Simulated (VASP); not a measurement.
Wanted: the native input for a VASP 6.6.1 run.

| Item | Value |
| --- | --- |
| Task | single point |
| Functional | PBE |
| Potentials or basis | VASP PAW PBE potentials, release 64 (Li_sv, Se) |
| Cutoff | 750 eV |
| k mesh | 8 × 8 × 8 |
| Occupations | gaussian, width 0.02 eV |
| Spin | no spin polarisation |
| Dipole correction | no |
| Further INCAR settings | ALGO = Normal; EDIFF = 1e-06; NBANDS = 13 |

The structure of Li2Se lies in POSCAR:

```
Li2Se
1.0
    0.0000000000      2.9721696435      2.9721696435
    2.9721696435      0.0000000000      2.9721696435
    2.9721696435      2.9721696435      0.0000000000
Li Se
2 1
Direct
    0.2500000000      0.2500000000      0.2500000000
    0.7500000000      0.7500000000      0.7500000000
    0.0000000000      0.0000000000      0.0000000000
```

This cell differs from its parent crystal: volume scaled by 0.97.

One way to write it, as run:

INCAR

```
ALGO     = Normal         # electronic algorithm
EDIFF    = 1E-6           # SCF threshold, eV
ENCUT    = 750            # plane-wave cutoff, eV
GGA      = PE             # functional
GGA_COMPAT= F            
ISIF     = 2              # what is computed and relaxed
ISMEAR   = 0              # smearing method
LASPH    = T              # aspherical terms in the spheres
LCHARG   = T              # write CHGCAR
LELF     = T              # ELF
LREAL    = F              # projectors in reciprocal space
LVHAR    = T            
LWAVE    = F              # write WAVECAR
NBANDS   = 13             # bands
NELM     = 120            # most SCF steps
PREC     = Accurate       # precision mode
SIGMA    = 0.02           # smearing width, eV
```

KPOINTS

```
k-points
0
Gamma
  8 8 8
```

Potentials or basis: VASP PAW PBE potentials, release 64 (Li_sv, Se).

Launch:

```sh
$ cat potpaw_PBE.64/Li_sv/POTCAR potpaw_PBE.64/Se/POTCAR > POTCAR
$ mpirun -np 1 vasp_std > vasp.out
```

Results of the run:

| Item | Value |
| --- | --- |
| Pressure | 1.1 GPa |
| Band gap on the k mesh | 2.95 eV, indirect (least direct gap 3.51 eV) |

It took 64 s on 1 thread of Intel(R) Xeon(R) Platinum 8488C (Sapphire Rapids) (shared host), peak memory 0.24 GiB.
